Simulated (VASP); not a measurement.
# GeSb2Te4 (km) (I-4m2) in VASP: single point with PBEsol

Aim: the single point of GeSb2Te4 (km) with PBEsol.

All numbers are computed with VASP 6.6.1; they aren't measurements. Logs are shortened: lines on timing, memory, paths and dates and some standing lists are left out, and cuts for length are marked.

## (1) The cell of the first run

The structure is tetragonal, space group I-4m2 (No. 119). The conventional cell has a = 6.014 Å, b = 6.014 Å, c = 11.888 Å, α = 90.00°, β = 90.00°, γ = 90.00°. Ge (site symmetry -4m2) has 6 Te at 2.92 to 3.01 Å within 3.8 Å. Sb (site symmetry -4m2) has 6 Te at 3.01 to 3.03 Å within 4.0 Å. Within 4.0 Å of Sb (site symmetry -4m2) lie 6 Te at 3.01 to 3.05 Å. Within 4.0 Å of Te (site symmetry 2mm) lie 2 Ge at 3.01 Å and 3 Sb at 3.01 to 3.05 Å. Within 3.8 Å of Te (site symmetry 2mm) lie 1 Ge at 2.92 Å and 3 Sb at 3.01 to 3.03 Å.

## (2) Single point, PBEsol

The input, INCAR:

```
SYSTEM = GeSb2Te4
PREC     = Accurate       ! precision mode
ENCUT    = 520            ! plane-wave cutoff, eV
EDIFF    = 1E-7           ! SCF threshold, eV
ISMEAR   = 0              ! smearing method
SIGMA    = 0.1            ! smearing width, eV
LREAL    = .FALSE.        ! projectors in reciprocal space
LASPH    = .TRUE.         ! aspherical terms in the spheres
NELM     = 60             ! most SCF steps
ALGO     = Normal         ! electronic algorithm
ISIF     = 2              ! what is computed and relaxed
LWAVE    = .FALSE.        ! write WAVECAR
LCHARG   = .FALSE.        ! write CHGCAR
GGA      = PS             ! functional
NBANDS   = 33             ! bands
```

The input, KPOINTS:

```
Automatic mesh
0
G
  4 4 4
  0 0 0
```

The input, POSCAR:

```
GeSb2Te4
1.0
   -3.0072357719      3.0072357719      5.9442345890
    3.0072357719     -3.0072357719      5.9442345890
    3.0072357719      3.0072357719     -5.9442345890
Ge Sb Te
1 2 4
Direct
    0.0000000000      0.0000000000      0.0000000000
    0.5000000000      0.5000000000      0.0000000000
    0.2500000000      0.7500000000      0.5000000000
    0.5064895577      0.0064895577      0.5000000000
    0.2452143519      0.2452143519      0.0000000000
    0.9935104423      0.4935104423      0.5000000000
    0.7547856481      0.7547856481      0.0000000000
```

Potentials or basis: VASP PAW PBE potentials, release 64 (Ge_d, Sb, Te).

On the command line:

```sh
cat potpaw_PBE.64/Ge_d/POTCAR potpaw_PBE.64/Sb/POTCAR potpaw_PBE.64/Te/POTCAR > POTCAR
mpirun -np 1 vasp_std > vasp.out
```

OUTCAR:

```text
SYSTEM = GeSb2Te4
   PREC = Accurate
   ENCUT = 520
   EDIFF = 1E-7
   ISMEAR = 0
   LREAL = .FALSE.
   LASPH = .TRUE.
   NELM = 60
   ISIF = 2
   GGA = PS

 ion  position               nearest neighbor table
   1  0.000  0.000  0.000-   5 2.92   7 2.92   6 3.01   4 3.01   4 3.01   6 3.01
   2  0.500  0.500  0.000-   4 3.01   6 3.01   4 3.01   6 3.01   5 3.03   7 3.03
   3  0.250  0.750  0.500-   7 3.01   5 3.01   7 3.01   5 3.01   4 3.05   6 3.05
   4  0.506  0.006  0.500-   1 3.01   2 3.01   2 3.01   1 3.01   3 3.05
   5  0.245  0.245  0.000-   1 2.92   3 3.01   3 3.01   2 3.03
   6  0.994  0.494  0.500-   2 3.01   1 3.01   1 3.01   2 3.01   3 3.05
   7  0.755  0.755  0.000-   1 2.92   3 3.01   3 3.01   2 3.03

  LATTYP: Found a body centered tetragonal cell.
 ALAT       =     6.0144715438
 C/A-ratio  =     1.9766440146

  Lattice vectors:

 A1 = (  -3.0072357719,   3.0072357719,   5.9442345890)
 A2 = (   3.0072357719,  -3.0072357719,   5.9442345890)
 A3 = (   3.0072357719,   3.0072357719,  -5.9442345890)

Analysis of symmetry for initial positions (statically):
=====================================================================
 Subroutine PRICEL returns:
 Original cell was already a primitive cell.

 Routine SETGRP: Setting up the symmetry group for a
 body centered tetragonal supercell.

 Subroutine GETGRP returns: Found  8 space group operations
 (whereof  8 operations were pure point group operations)
 out of a pool of 16 trial point group operations.

The static configuration has the point symmetry D_2d.

Analysis of symmetry for dynamics (positions and initial velocities):
=====================================================================
 Subroutine PRICEL returns:
 Original cell was already a primitive cell.

 Routine SETGRP: Setting up the symmetry group for a
 body centered tetragonal supercell.

 Subroutine GETGRP returns: Found  8 space group operations
 (whereof  8 operations were pure point group operations)
 out of a pool of 16 trial point group operations.

The dynamic configuration has the point symmetry D_2d.

 Subroutine INISYM returns: Found  8 space group operations
 (whereof  8 operations are pure point group operations),
 and found     1 'primitive' translations

----------------------------------------------------------------------------------------

                                     Primitive cell

  volume of cell :     215.0260

  direct lattice vectors                    reciprocal lattice vectors
    -3.007235772  3.007235772  5.944234589     0.000000000  0.166265647  0.084115119
     3.007235772 -3.007235772  5.944234589     0.166265647  0.000000000  0.084115119
     3.007235772  3.007235772 -5.944234589     0.166265647  0.166265647  0.000000000

  length of vectors
     7.308957438  7.308957438  7.308957438     0.186332011  0.186332011  0.235135132

  position of ions in fractional coordinates (direct lattice)
     0.000000000  0.000000000  0.000000000
     0.500000000  0.500000000  0.000000000
     0.250000000  0.750000000  0.500000000
     0.506489558  0.006489558  0.500000000
     0.245214352  0.245214352  0.000000000
     0.993510442  0.493510442  0.500000000
     0.754785648  0.754785648  0.000000000

  ion indices of the primitive-cell ions
   primitive index   ion index
                 1           1
                 2           2
                 3           3
                 4           4
                 5           5
                 6           6
                 7           7

----------------------------------------------------------------------------------------

 KPOINTS: Automatic mesh

Automatic generation of k-mesh.
 Grid dimensions read from file:
 generate k-points for:    4    4    4

 Generating k-lattice:

  Cartesian coordinates                     Fractional coordinates (reciprocal lattice)
     0.000000000  0.041566412  0.021028780     0.250000000  0.000000000 -0.000000000
     0.041566412  0.000000000  0.021028780     0.000000000  0.250000000 -0.000000000
     0.041566412  0.041566412  0.000000000     0.000000000  0.000000000  0.250000000

  Length of vectors
     0.046583003  0.046583003  0.058783783

  Shift w.r.t. Gamma in fractional coordinates (k-lattice)
     0.000000000  0.000000000  0.000000000

 Subroutine IBZKPT returns following result:
 ===========================================

 Found     13 irreducible k-points:

 Following reciprocal coordinates:
            Coordinates               Weight
  0.000000  0.000000  0.000000      1.000000
  0.250000  0.000000 -0.000000      8.000000
  0.500000  0.000000 -0.000000      4.000000
  0.250000  0.250000 -0.000000      8.000000
  0.500000  0.250000 -0.000000     16.000000
 -0.250000  0.250000  0.000000      4.000000
  0.500000  0.500000 -0.000000      2.000000
  0.250000  0.250000  0.250000      2.000000
 -0.250000  0.250000  0.250000      4.000000
  0.500000  0.500000  0.250000      4.000000
 -0.250000  0.500000  0.250000      8.000000
 -0.250000 -0.250000  0.250000      2.000000
  0.500000  0.500000  0.500000      1.000000
   k-points           NKPTS =     13   k-points in BZ     NKDIM =     13   number of bands    NBANDS=     33
   number of dos      NEDOS =    301   number of ions     NIONS =      7
   total plane-waves  NPLWV = 157464
   dimension x,y,z NGX =    54 NGY =   54 NGZ =   54
   dimension x,y,z NGXF=   108 NGYF=  108 NGZF=  108
   ions per type =               1   2   4
   NGX,Y,Z   is equivalent  to a cutoff of  12.28, 12.28, 12.28 a.u.
   NGXF,Y,Z  is equivalent  to a cutoff of  24.57, 24.57, 24.57 a.u.
 SYSTEM =  GeSb2Te4
   PREC   = accura    normal or accurate (medium, high low for compatibility)
   ISTART =      0    job   : 0-new  1-cont  2-samecut
   ICHARG =      2    charge: 1-file 2-atom 10-const
   ISPIN  =      1    spin polarized calculation?
   LNONCOLLINEAR =      F non collinear calculations
   LSORBIT =      F    spin-orbit coupling
   LASPH  =      T    aspherical Exc in radial PAW
   ENCUT  =  520.0 eV  38.22 Ry    6.18 a.u.  13.59 13.59 13.59*2*pi/ulx,y,z
   NELM   =     60;   NELMIN=  2; NELMDL= -5     # of ELM steps
   EDIFF  = 0.1E-06   stopping-criterion for ELM
   LREAL  =      F    real-space projection
   EDIFFG = 0.1E-05   stopping-criterion for IOM
   NSW    =      0    number of steps for IOM
   IBRION =     -1    ionic relax: 0-MD 1-quasi-New 2-CG
   NFREE  =      0    steps in history (QN), initial steepest desc. (CG)
   ISIF   =      2    stress and relaxation
   ISYM   =      2    0-nonsym 1-usesym 2-fastsym
   POTIM  = 0.5000    time-step for ionic-motion
   TEBEG  =    0.0;   TEEND  =   0.0 temperature during run
   PSTRESS=    0.0 pullay stress
   NELECT =      48.0000    total number of electrons
   NUPDOWN=      -1.0000    fix difference up-down
   EMIN   =  10.00;   EMAX   =-10.00  energy-range for DOS
   EFERMI =   0.00;   METHOD = LEGACY
   ISMEAR =     0;   SIGMA  =   0.10  broadening in eV -4-tet -1-fermi 0-gaus
   EFERMI_NEDOS =   21; number of points for ismear=-14 and -15
   IALGO  =     38    algorithm
   IMIX   =      4    mixing-type and parameters
     AMIX     =   0.40;   BMIX     =  1.00
     AMIX_MAG =   1.60;   BMIX_MAG =  1.00
  volume/ion in A,a.u.               =      30.72       207.30
  Fermi-wavevector in a.u.,A,eV,Ry     =   0.993097  1.876681 13.418629  0.986241
  Thomas-Fermi vector in A             =   2.124955
   LORBIT       =      0    0 simple, 1 ext, 2 COOP (PROOUT), +10 PAW based schemes
   GGA     = PS    functional components
   LHFCALC =     F    Hartree Fock is set to
   AEXX    =    0.0000 exact exchange contribution
   IVDW    =     0    specifies the selected vdW correction
   LEPSILON=     F    determine dielectric tensor
   LRPA    =     F    only Hartree local field effects (RPA)
 non-spin polarized calculation
 Gauss-broadening in eV      SIGMA  =   0.10
  energy-cutoff  :      520.00
  volume of cell :      215.03
 maximum number of plane-waves:      5820
   NGX = 27   NGY = 27   NGZ = 27

 number of electron      47.9999998 magnetization

 Free energy of the ion-electron system (eV)
  ---------------------------------------------------
  ext. energy  EPLUGINS =         0.00000000
  ---------------------------------------------------
  free energy    TOTEN  =       -28.14858982 eV

  energy without entropy =      -28.13422705  energy(sigma->0) =      -28.14140843

 E-fermi :   5.8531     XC(G=0):  -9.5131

 val. band max:        5.8250347204   @ k =  -0.2500   0.2500   0.0000
 cond. band min:       5.8659539506   @ k =   0.5000   0.5000  -0.0000
 fundamental gap:      0.0409192303
 Fermi energy:         5.8530850047

 k-point     1 :       0.0000    0.0000    0.0000
  band No.  band energies     occupation
      1     -18.8864      2.00000
      2     -18.8797      2.00000
      3     -18.8734      2.00000
      4     -18.8666      2.00000
      5     -18.8666      2.00000
      6      -7.2318      2.00000
[... 25 lines left out ...]
     32      11.0918      0.00000
     33      11.4693      0.00000

 k-point     2 :       0.2500    0.0000   -0.0000
  band No.  band energies     occupation
      1     -18.8864      2.00000
      2     -18.8797      2.00000
      3     -18.8734      2.00000
      4     -18.8666      2.00000
      5     -18.8666      2.00000
      6      -6.9731      2.00000
[... 25 lines left out ...]
     32      10.3808      0.00000
     33      10.7119      0.00000
[... 358 lines left out ...]
     32       9.8503      0.00000
     33      10.8388      0.00000

 k-point    13 :       0.5000    0.5000    0.5000
  band No.  band energies     occupation
      1     -18.8864      2.00000
      2     -18.8797      2.00000
      3     -18.8734      2.00000
      4     -18.8666      2.00000
      5     -18.8666      2.00000
      6      -6.6510      2.00000
[... 25 lines left out ...]
     32      10.1071      0.00000
     33      10.6645      0.00000

------------------------ aborting loop because EDIFF is reached ----------------------------------------

  FORCE on cell =-STRESS in cart. coord.  units (eV):
  Direction    XX          YY          ZZ          XY          YZ          ZX
  --------------------------------------------------------------------------------------
  -------------------------------------------------------------------------------------
  Total        0.1953447      0.1953447     -1.1318458      0.0000000      0.0000000     -0.0000000
  in kB        1.4555308      1.4555308     -8.4334826      0.0000000      0.0000000     -0.0000000
  external PRESSURE =      -1.8408070 kB  Pullay stress =       0.0000000 kB

 VOLUME and BASIS-vectors are now :
 -----------------------------------------------------------------------------
  energy-cutoff  :      520.00
  volume of cell :      215.03
      direct lattice vectors                 reciprocal lattice vectors
    -3.007235772  3.007235772  5.944234589     0.000000000  0.166265647  0.084115119
     3.007235772 -3.007235772  5.944234589     0.166265647  0.000000000  0.084115119
     3.007235772  3.007235772 -5.944234589     0.166265647  0.166265647  0.000000000

 POSITION                                       TOTAL-FORCE (eV/Angst)
 -----------------------------------------------------------------------------------
      0.00000      0.00000      0.00000        -0.000000      0.000000     -0.000000
      0.00000      0.00000      5.94423        -0.000000      0.000000     -0.000000
      3.00724     -0.00000      2.97212        -0.000000      0.000000     -0.000000
      0.00000      3.00724      0.07715         0.000000     -0.000000     -0.121564
      0.00000      0.00000      2.91522        -0.000000      0.000000      0.020502
     -0.00000      3.00724      5.86708         0.000000     -0.000000      0.121564
      0.00000      0.00000      8.97325        -0.000000      0.000000     -0.020502
 -----------------------------------------------------------------------------------
    total drift:                               -0.000000      0.000000     -0.000000

  FREE ENERGIE OF THE ION-ELECTRON SYSTEM (eV)
  ---------------------------------------------------
  free  energy   TOTEN  =       -28.1485898209 eV

  energy  without entropy=      -28.1342270456  energy(sigma->0) =      -28.14140843
```

It took 95 s on 1 thread of Intel Xeon 6975P-C (Granite Rapids), shared host; peak memory 0.41 GiB.

What came out:

```yaml
Free_energy: -28.1486 eV
Pressure: -0.2 GPa
Largest_force: 0.122 eV/Å
Band_gap_on_the_k_mesh: zero (band 24 reaches 5.83 eV, above the bottom of band 25 at 5.76 eV)
```

Forces on the atoms (eV/Å):
```
Ge   0.000  0.000  0.000
Sb   0.000  0.000  0.000
Sb   0.000  0.000  0.000
Te   0.000  0.000 -0.122
Te   0.000  0.000  0.021
Te   0.000  0.000  0.122
Te   0.000  0.000 -0.021
```

Caveat: the k points lie up to 0.37 Å⁻¹ apart; the PAW data sets were made with another functional, which shifts forces and pressure a little; spin-orbit coupling is left out, which moves the levels of the heavy elements.
